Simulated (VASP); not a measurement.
Wanted: the native input for a VASP 6.6.1 run.

```
Task                   : single point
Functional             : PBEsol
Potentials or basis    : VASP PAW PBE potentials, release 64 (Ti_sv)
Cutoff                 : 550 eV
k mesh                 : 12 × 12 × 18
Occupations            : gaussian, width 0.15 eV
Spin                   : no spin polarisation
Dipole correction      : no
Second try             : not_converged
Further INCAR settings : ALGO = All; EDIFF = 1e-06; NBANDS = 25
```

The structure of Ti lies in POSCAR:

```
Ti
1.0
    4.5152900513      0.0000000000      0.0000000000
   -2.2576450256      3.9103558898      0.0000000000
    0.0000000000      0.0000000000      2.7987936488
Ti
3
Direct
    0.0000000000      0.0000000000      0.0000000000
    0.3333333333      0.6666666667      0.5000000000
    0.6666666667      0.3333333333      0.5000000000
```

This isn't the form of Ti at room conditions, which is hcp.

One way to write it, as run:

INCAR

```
SYSTEM = Ti
PREC = Accurate
ENCUT = 550
EDIFF = 1E-6
ISMEAR = 0
SIGMA = 0.15
LREAL = .FALSE.
LASPH = .TRUE.
NELM = 300
ALGO = All
ISIF = 2
LWAVE = .FALSE.
LCHARG = .FALSE.
GGA = PS
NBANDS = 25
GGA_COMPAT = .FALSE.
ISEARCH = 1
KPAR = 4
```

KPOINTS

```
regular mesh
0
G
  12 12 18
  0 0 0
```

Potentials or basis: VASP PAW PBE potentials, release 64 (Ti_sv).

Command:

```sh
$ cat potpaw_PBE.64/Ti_sv/POTCAR > POTCAR
$ mpirun -np 4 vasp_std > vasp.out
```

Results of the run:

* Pressure: -0.3 GPa
* Band gap on the k mesh: zero (bands 18 and 19 overlap by 0.36 eV)

Caveat: the PAW data sets were made with another functional, which shifts forces and pressure a little.

It took 48 s on 4 MPI ranks on Intel(R) Xeon(R) 6975P-C (Granite Rapids) (shared host), peak memory 0.52 GiB a rank.
